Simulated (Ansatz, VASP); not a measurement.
## Two plane-wave programs on Zn

INCAR

```
SYSTEM = Zn
PREC = Accurate ; ENCUT = 520
EDIFF = 1E-6 ; ISMEAR = 0
SIGMA = 0.15 ; LREAL = .False.
LASPH = .True. ; NELM = 100
ALGO = Fast ; ISIF = 2
LWAVE = .False. ; LCHARG = .False.
NBANDS = 12
```

Contents of KPOINTS:

```
Automatic mesh
0
Gamma
  22 22 22
  0 0 0
```

File POSCAR:

```
Zn
1.0
   -1.2704471644      1.4709334680      1.4709334680
    1.4709334680     -1.2704471644      1.4709334680
    1.4709334680      1.4709334680     -1.2704471644
Zn
1
Direct
    0.0000000000      0.0000000000      0.0000000000
```

Input for Ansatz:

```yaml
crystal:
  lattice:
    - [-1.2704471644, 1.470933468, 1.470933468]
    - [1.470933468, -1.2704471644, 1.470933468]
    - [1.470933468, 1.470933468, -1.2704471644]
  atoms:
    - { symbol: Zn, position: [0.0, 0.0, 0.0] }
basis:
  ecutwfc: 520.0
kpoints:
  mp_grid: { grid: [22, 22, 22] }
hamiltonian:
  xc: lda
  pseudopotentials: { kind: paw }
scf:
  occupations: { method: gaussian, width: 0.15 }
output:
  forces: true
  stress: true
  eigenvalues: true
```

Alike in both runs: task single point; functional LDA; k mesh 22 × 22 × 22; occupations gaussian, width 0.15 eV; no spin polarisation.

```csv
,VASP,Ansatz
version,VASP 6.6.1,Ansatz 0.2.0
potentials or method,"VASP PAW LDA potentials, release 64 (Zn), cutoff 520 eV","scalar-relativistic, plane waves, PAW"
valence electrons in the cell,12,12
```

VASP gave:

* gap on the k mesh at the Fermi level (eV): none
* pressure (GPa): 16.0
* traceless stress, the component that is largest in VASP (GPa): -5.02

Problem. Estimate Ansatz's values.

Solution. gap on the k mesh at the Fermi level (eV): none; pressure (GPa): 15.0; traceless stress, the component that is largest in VASP (GPa): -4.83.

LDA's correlation is that of Perdew and Zunger in VASP and of Perdew and Wang (1992) in Ansatz. A gap of «none» marks a metal or a gap that the smearing closes.
